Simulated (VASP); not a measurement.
# AlIn2N3 (P1) in VASP: single point with PBEsol

Aim: the single point of AlIn2N3 with PBEsol.

All numbers are computed with VASP 6.6.1; they aren't measurements. Logs are shortened: lines on timing, memory, paths and dates and some standing lists are left out, and cuts for length are marked.

### Step 1. The cell of the first run

The typed cell holds 12 atoms: a = 5.877 Å, b = 5.877 Å, c = 5.445 Å, α = 90.00°, β = 90.00°, γ = 59.84°.

### Step 2. Single point, PBEsol (all In atoms moved 0.3 Å in one direction)

The input, INCAR:

```
SYSTEM = AlIn2N3
PREC = Accurate ; ENCUT = 520
EDIFF = 1E-6 ; ISMEAR = 0
SIGMA = 0.05 ; LREAL = .FALSE.
LASPH = .TRUE. ; NELM = 60
ALGO = Normal ; ISIF = 2
LWAVE = .FALSE. ; LCHARG = .TRUE.
GGA = PS ; LELF = .TRUE.
LVHAR = .TRUE. ; NBANDS = 56
```

The input, KPOINTS:

```
regular mesh
0
G
  6 6 6
  0 0 0
```

The input, POSCAR:

```
AlIn2N3
1.0
    5.0935041006     -2.9313072999      0.0000000000
    5.0935041006      2.9313072999      0.0000000000
    0.0000000000      0.0000000000      5.4450163397
Al In N
2 4 6
Direct
    0.3332864781      0.6758156472      0.9793441873
    0.6518644327      0.3572376926      0.4793441873
    1.0032998641      0.3024744900      1.0071219814
    0.6793212594     -0.0215041147      1.0071219814
    0.0263983143      0.6314188304      0.5071219814
    0.3503769190      0.9553974351      0.5071219814
    0.9631102510      0.3492939418      0.3749234078
    0.6598081835      0.0459918743      0.3749234078
    0.0220406598      0.6837593980      0.8749234078
    0.3253427273      0.9870614655      0.8749234078
    0.3597359268      0.6493661985      0.3285650341
    0.6254149840      0.3836871413      0.8285650341
```

Potentials or basis: VASP PAW PBE potentials, release 64 (Al, In_d, N).

On the command line:

```bash
> cat potpaw_PBE.64/Al/POTCAR potpaw_PBE.64/In_d/POTCAR potpaw_PBE.64/N/POTCAR > POTCAR
> mpirun -np 1 vasp_std > vasp.out
```

OUTCAR:

```text
SYSTEM = AlIn2N3
   PREC = Accurate
   ENCUT = 520
   EDIFF = 1E-6
   ISMEAR = 0
   LREAL = .FALSE.
   LASPH = .TRUE.
   NELM = 60
   ISIF = 2
   GGA = PS

 ion  position               nearest neighbor table
   1  0.333  0.676  0.979-   9 1.89  10 1.89  12 1.90  11 1.91   6 3.08   3 3.19   5 3.23   2 3.30
                             2 3.30   4 3.31   4 3.33   6 3.34   3 3.41   5 3.47   4 3.55   3 3.59
   2  0.652  0.357  0.479-   7 1.89   8 1.89  11 1.90  12 1.91   6 3.04   5 3.19   3 3.21   1 3.30
                             1 3.30   5 3.32   4 3.35   3 3.46   6 3.57   4 3.59   6 3.60   5 3.69
   3  0.003  0.302  0.007-  10 2.00   7 2.02  12 2.24   9 2.41   1 3.19   2 3.21   4 3.30   5 3.38
                             5 3.38   6 3.40   6 3.40   1 3.41   4 3.44   4 3.44   2 3.46   1 3.59
   4  0.679  0.978  0.007-   9 2.02   8 2.03  10 2.18  12 2.44   3 3.30   1 3.31   1 3.33   2 3.35
                             6 3.38   6 3.38   5 3.40   5 3.40   3 3.44   3 3.44   1 3.55   2 3.59
   5  0.026  0.631  0.507-   7 2.01   9 2.02  11 2.24   8 2.41   2 3.19   1 3.23   6 3.30   2 3.32
                             3 3.38   3 3.38   4 3.40   4 3.40   6 3.44   6 3.44   1 3.47   2 3.69
   6  0.350  0.955  0.507-  10 2.01  11 2.02   8 2.25   7 2.40   2 3.04   1 3.08   5 3.30   1 3.34
                             4 3.38   4 3.38   3 3.40   3 3.40   5 3.44   5 3.44   2 3.57   2 3.60
   7  0.963  0.349  0.375-   2 1.89   5 2.01   3 2.02   6 2.40
   8  0.660  0.046  0.375-   2 1.89   4 2.03   6 2.25   5 2.41
   9  0.022  0.684  0.875-   1 1.89   4 2.02   5 2.02   3 2.41
  10  0.325  0.987  0.875-   1 1.89   3 2.00   6 2.01   4 2.18
  11  0.360  0.649  0.329-   2 1.90   1 1.91   6 2.02   5 2.24
  12  0.625  0.384  0.829-   1 1.90   2 1.91   3 2.24   4 2.44

  LATTYP: Found a base centered orthorhombic cell.
 ALAT       =     5.8626145998
 B/A-ratio  =     1.7376220162
 C/A-ratio  =     0.9287692798

  Lattice vectors:

 A1 = (  -5.0935041006,  -2.9313072999,   0.0000000000)
 A2 = (   5.0935041006,  -2.9313072999,   0.0000000000)
 A3 = (   0.0000000000,   0.0000000000,   5.4450163397)

Analysis of symmetry for initial positions (statically):
=====================================================================
 Subroutine PRICEL returns:
 Original cell was already a primitive cell.

 Routine SETGRP: Setting up the symmetry group for a
 base centered orthorhombic supercell.

 Subroutine GETGRP returns: Found  1 space group operations
 (whereof  1 operations were pure point group operations)
 out of a pool of  8 trial point group operations.

The static configuration has the point symmetry C_1 .

Analysis of symmetry for dynamics (positions and initial velocities):
=====================================================================
 Subroutine PRICEL returns:
 Original cell was already a primitive cell.

 Routine SETGRP: Setting up the symmetry group for a
 base centered orthorhombic supercell.

 Subroutine GETGRP returns: Found  1 space group operations
 (whereof  1 operations were pure point group operations)
 out of a pool of  8 trial point group operations.

The dynamic configuration has the point symmetry C_1 .

 Subroutine INISYM returns: Found  1 space group operations
 (whereof  1 operations are pure point group operations),
 and found     1 'primitive' translations

----------------------------------------------------------------------------------------

                                     Primitive cell

  volume of cell :     162.5950

  direct lattice vectors                    reciprocal lattice vectors
     5.093504101 -2.931307300  0.000000000     0.098164248 -0.170572359  0.000000000
     5.093504101  2.931307300  0.000000000     0.098164248  0.170572359  0.000000000
     0.000000000  0.000000000  5.445016340     0.000000000  0.000000000  0.183654178

  length of vectors
     5.876763268  5.876763268  5.445016340     0.196802310  0.196802310  0.183654178

  position of ions in fractional coordinates (direct lattice)
     0.333286478  0.675815647  0.979344187
     0.651864433  0.357237693  0.479344187
     0.003299864  0.302474490  0.007121981
     0.679321259  0.978495885  0.007121981
     0.026398314  0.631418830  0.507121981
     0.350376919  0.955397435  0.507121981
     0.963110251  0.349293942  0.374923408
     0.659808183  0.045991874  0.374923408
     0.022040660  0.683759398  0.874923408
     0.325342727  0.987061465  0.874923408
[... 31 lines left out ...]
     0.000000000  0.000000000  0.030609030     0.000000000  0.000000000  0.166666667

  Length of vectors
     0.032800385  0.032800385  0.030609030

  Shift w.r.t. Gamma in fractional coordinates (k-lattice)
     0.000000000  0.000000000  0.000000000

 Subroutine IBZKPT returns following result:
 ===========================================

 Found    112 irreducible k-points:

 Following reciprocal coordinates:
            Coordinates               Weight
  0.000000  0.000000  0.000000      1.000000
  0.166667  0.000000  0.000000      2.000000
  0.000000 -0.166667  0.000000      2.000000
  0.333333  0.000000  0.000000      2.000000
  0.000000 -0.333333  0.000000      2.000000
  0.500000  0.000000  0.000000      1.000000
[... 16 lines left out ...]
 -0.166667  0.000000  0.166667      2.000000
  0.000000 -0.166667 -0.166667      2.000000
 [... further k-points ...]
   k-points           NKPTS =    112   k-points in BZ     NKDIM =    112   number of bands    NBANDS=     56
   number of dos      NEDOS =    301   number of ions     NIONS =     12
   total plane-waves  NPLWV =  92160
   dimension x,y,z NGX =    48 NGY =   48 NGZ =   40
   dimension x,y,z NGXF=    96 NGYF=   96 NGZF=   80
   ions per type =               2   4   6
   NGX,Y,Z   is equivalent  to a cutoff of  13.58, 13.58, 12.21 a.u.
   NGXF,Y,Z  is equivalent  to a cutoff of  27.16, 27.16, 24.43 a.u.
 SYSTEM =  AlIn2N3
   PREC   = accura    normal or accurate (medium, high low for compatibility)
   ISTART =      0    job   : 0-new  1-cont  2-samecut
   ICHARG =      2    charge: 1-file 2-atom 10-const
   ISPIN  =      1    spin polarized calculation?
   LNONCOLLINEAR =      F non collinear calculations
   LSORBIT =      F    spin-orbit coupling
   LASPH  =      T    aspherical Exc in radial PAW
   ENCUT  =  520.0 eV  38.22 Ry    6.18 a.u.  10.93 10.93 10.12*2*pi/ulx,y,z
   NELM   =     60;   NELMIN=  2; NELMDL= -5     # of ELM steps
   EDIFF  = 0.1E-05   stopping-criterion for ELM
   LREAL  =      F    real-space projection
   EDIFFG = 0.1E-04   stopping-criterion for IOM
   NSW    =      0    number of steps for IOM
   IBRION =     -1    ionic relax: 0-MD 1-quasi-New 2-CG
   NFREE  =      0    steps in history (QN), initial steepest desc. (CG)
   ISIF   =      2    stress and relaxation
   ISYM   =      2    0-nonsym 1-usesym 2-fastsym
   POTIM  = 0.5000    time-step for ionic-motion
   TEBEG  =    0.0;   TEEND  =   0.0 temperature during run
   PSTRESS=    0.0 pullay stress
   NELECT =      88.0000    total number of electrons
   NUPDOWN=      -1.0000    fix difference up-down
   EMIN   =  10.00;   EMAX   =-10.00  energy-range for DOS
   EFERMI =   0.00;   METHOD = LEGACY
   ISMEAR =     0;   SIGMA  =   0.05  broadening in eV -4-tet -1-fermi 0-gaus
   EFERMI_NEDOS =   21; number of points for ismear=-14 and -15
   IALGO  =     38    algorithm
   IMIX   =      4    mixing-type and parameters
     AMIX     =   0.40;   BMIX     =  1.00
     AMIX_MAG =   1.60;   BMIX_MAG =  1.00
  volume/ion in A,a.u.               =      13.55        91.44
  Fermi-wavevector in a.u.,A,eV,Ry     =   1.334136  2.521151 24.217254  1.779918
  Thomas-Fermi vector in A             =   2.462940
   LORBIT       =      0    0 simple, 1 ext, 2 COOP (PROOUT), +10 PAW based schemes
   GGA     = PS    functional components
   LHFCALC =     F    Hartree Fock is set to
   AEXX    =    0.0000 exact exchange contribution
   IVDW    =     0    specifies the selected vdW correction
   LEPSILON=     F    determine dielectric tensor
   LRPA    =     F    only Hartree local field effects (RPA)
 non-spin polarized calculation
 Gauss-broadening in eV      SIGMA  =   0.05
  energy-cutoff  :      520.00
  volume of cell :      162.60
 maximum number of plane-waves:      4402
 NGX is ok and might be reduce to    48
   NGX = 21   NGY = 21   NGZ = 21

 number of electron      88.0000020 magnetization

 Free energy of the ion-electron system (eV)
  ---------------------------------------------------
  ext. energy  EPLUGINS =         0.00000000
  ---------------------------------------------------
  free energy    TOTEN  =       -75.81858865 eV

  energy without entropy =      -75.81858865  energy(sigma->0) =      -75.81858865

 E-fermi :   6.7524     XC(G=0): -11.1019

 val. band max:        6.4632993324   @ k =  -0.3333   0.3333   0.0000
 cond. band min:       7.3632662589   @ k =   0.0000   0.0000   0.0000
 fundamental gap:      0.8999669265
 Fermi energy:         6.7523979146

 k-point     1 :       0.0000    0.0000    0.0000
  band No.  band energies     occupation
      1      -8.9715      2.00000
      2      -8.5335      2.00000
      3      -8.3641      2.00000
      4      -8.1814      2.00000
      5      -7.8239      2.00000
      6      -7.1679      2.00000
[... 1405 lines left out ...]
     55      14.6112      0.00000
     56      15.1833      0.00000

 [... further k-points ...]

------------------------ aborting loop because EDIFF is reached ----------------------------------------

  FORCE on cell =-STRESS in cart. coord.  units (eV):
  Direction    XX          YY          ZZ          XY          YZ          ZX
  --------------------------------------------------------------------------------------
  -------------------------------------------------------------------------------------
  Total       -0.0454634      1.8885458     11.4894065      1.1725295      5.9609375      3.6673900
  in kB       -0.4479864     18.6093371    113.2142219     11.5538617     58.7378384     36.1376983
  external PRESSURE =      43.7918575 kB  Pullay stress =       0.0000000 kB

 VOLUME and BASIS-vectors are now :
 -----------------------------------------------------------------------------
  energy-cutoff  :      520.00
  volume of cell :      162.60
      direct lattice vectors                 reciprocal lattice vectors
     5.093504101 -2.931307300  0.000000000     0.098164248 -0.170572359  0.000000000
     5.093504101  2.931307300  0.000000000     0.098164248  0.170572359  0.000000000
     0.000000000  0.000000000  5.445016340     0.000000000  0.000000000  0.183654178

 POSITION                                       TOTAL-FORCE (eV/Angst)
 -----------------------------------------------------------------------------------
      5.13987      1.00406      5.33255        -0.567329     -0.869823      0.309851
      5.13987     -0.86364      2.61004        -0.515366     -0.737354      0.426392
      1.55746      0.87697      0.03878         0.388117      2.521231     -1.476230
      8.44410      0.87697      0.03878         0.659833      1.991409     -1.114085
      3.35059      1.77350      2.76129         1.632042      1.344589     -1.326481
      6.65097      1.77350      2.76129         2.018471      1.540807     -1.600729
      6.68474     -1.79928      2.04146        -1.368888     -1.087347      1.042374
      3.59500     -1.79928      2.04146        -0.692913     -0.546813      1.499677
      3.59500      1.93970      4.76397        -0.190597     -1.655394      1.051155
      6.68474      1.93970      4.76397        -0.137348     -1.570902      1.111559
      5.13987      0.84900      1.78904        -1.185425     -0.438782     -0.336647
      5.13987     -0.70858      4.51155        -0.040598     -0.491621      0.413163
 -----------------------------------------------------------------------------------
    total drift:                               -0.001221      0.000136     -0.001294

  FREE ENERGIE OF THE ION-ELECTRON SYSTEM (eV)
  ---------------------------------------------------
  free  energy   TOTEN  =       -75.8185886471 eV

  energy  without entropy=      -75.8185886471  energy(sigma->0) =      -75.81858865
```

Run time: 32 min. Hardware: 1 thread of Oxide Virtual Turin-like, shared host; peak memory 0.78 GiB.

Results:

```
Free energy            : -75.8186 eV
Pressure               : 4.4 GPa
Largest force          : 3.002 eV/Å
Band gap on the k mesh : 0.90 eV (least direct gap 0.93 eV)
```

Forces in eV/Å, atoms in the order of the input:
```
Al  -0.567 -0.870  0.310
Al  -0.515 -0.737  0.426
In   0.388  2.521 -1.476
In   0.660  1.991 -1.114
In   1.632  1.345 -1.326
In   2.018  1.541 -1.601
N   -1.369 -1.087  1.042
N   -0.693 -0.547  1.500
N   -0.191 -1.655  1.051
N   -0.137 -1.571  1.112
N   -1.185 -0.439 -0.337
N   -0.041 -0.492  0.413
```

Levels at points of the mesh, in eV from the valence-band top:
```csv
k point,band 40,band 41,band 42,band 43,band 44,band 45,band 46,band 47,band 48,band 49
"(0.00, 0.00, 0.00)",-0.82,-0.76,-0.20,-0.06,-0.03,0.90,3.57,4.15,4.65,5.90
"(0.50, 0.00, 0.00)",-1.20,-0.79,-0.77,-0.57,-0.18,3.45,3.58,4.45,4.78,5.12
"(0.00, 0.50, 0.00)",-0.97,-0.83,-0.73,-0.57,-0.22,3.43,3.56,4.44,4.56,5.21
"(0.50, 0.50, 0.00)",-0.98,-0.85,-0.76,-0.66,-0.18,3.37,3.70,4.22,5.02,5.16
"(0.00, 0.00, 0.50)",-0.93,-0.67,-0.47,-0.19,-0.19,3.08,3.12,5.46,5.53,5.82
"(0.50, 0.00, 0.50)",-1.37,-1.30,-1.16,-0.90,-0.58,3.54,3.87,4.17,4.36,4.77
"(0.00, 0.50, 0.50)",-1.47,-1.18,-1.12,-0.75,-0.47,3.65,3.65,4.10,4.59,4.81
"(0.50, 0.50, 0.50)",-1.40,-1.26,-1.01,-0.68,-0.56,3.47,3.99,4.34,4.45,4.75
```

Caveat: the cell differs from its parent crystal (all In atoms moved 0.3 Å in one direction); the stress differs along the axes, from -0 to 11 GPa; the PAW data sets were made with another functional, which shifts forces and pressure a little; spin-orbit coupling is left out, which moves the levels of the heavy elements.
